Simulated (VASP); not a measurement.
Wanted: the native input for a VASP 6.6.1 run.

- Task: single point
- Functional: PBEsol
- Potentials or basis: VASP PAW PBE potentials, release 64 (Pb_d, Se)
- Cutoff: 520 eV
- k mesh: 8 × 8 × 8
- Occupations: gaussian, width 0.01 eV
- Spin: no spin polarisation
- Dipole correction: no
- Further INCAR settings: ALGO = Normal; EDIFF = 1e-06; NBANDS = 17

The structure of PbSe (e600) lies in POSCAR:

```
PbSe
1.0
    0.0000000000      3.0512470458      3.0512470458
    3.0512470458      0.0000000000      3.0512470458
    3.0512470458      3.0512470458      0.0000000000
Pb Se
1 1
Direct
    0.0000000000      0.0000000000      0.0000000000
    0.5000000000      0.5000000000      0.5000000000
```

One way to write it, as run:

INCAR

```
ALGO = Normal
EDIFF = 1E-6
ENCUT = 520
GGA = PS
ISIF = 2
ISMEAR = 0
LASPH = T
LCHARG = F
LREAL = F
LWAVE = F
NBANDS = 17
NELM = 60
PREC = Accurate
SIGMA = 0.01
```

KPOINTS

```
k-points
0
Gamma
  8 8 8
```

Potentials or basis: VASP PAW PBE potentials, release 64 (Pb_d, Se).

Run with:

```console
$ cat potpaw_PBE.64/Pb_d/POTCAR potpaw_PBE.64/Se/POTCAR > POTCAR
$ mpirun -np 1 vasp_std > vasp.out
```

Results of the run:

| Item | Value |
| --- | --- |
| Pressure | 0.0 GPa |
| Band gap on the k mesh | 0.17 eV, direct |

Caveat: the PAW data sets were made with another functional, which shifts forces and pressure a little; spin-orbit coupling is left out, which moves the levels of the heavy elements.

Wall time 11 s on 1 thread of Intel(R) Xeon(R) 6975P-C (Granite Rapids), on a shared host, peak memory 0.18 GiB.
